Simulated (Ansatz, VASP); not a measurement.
## P: VASP beside Ansatz

```
CELL_PARAMETERS angstrom
0.00000 2.02188 2.02188
2.02188 0.00000 2.02188
2.02188 2.02188 0.00000
ATOMIC_POSITIONS crystal
P 0.87500 0.87500 0.87500
P 0.12500 0.12500 0.12500
```

Change from the starting cell: volume scaled by 0.4, crystal datasets.

Alike in both runs: task single point; functional PBE; k mesh 12 × 12 × 12; occupations fermi-dirac, width 0.1 eV; no spin polarisation.

```csv
,VASP,Ansatz
version,VASP 6.6.1,Ansatz 0.2.0
potentials or method,"VASP PAW PBE potentials, release 64 (P), cutoff 520 eV","all-electron PAW with datasets made for the crystal, scalar-relativistic"
```

Ansatz gave:

| Item | Value |
| --- | --- |
| pressure (GPa) | 357.0 |

Problem. Estimate VASP's values.

Solution. Pressure (GPa): 353.4.

Both programs put the cell under a high pressure, so it lies far from rest at this level. Ansatz ran all-electron here, and VASP with PAW potentials.

Noted on VASP's run: the cell as given lies far from equilibrium.
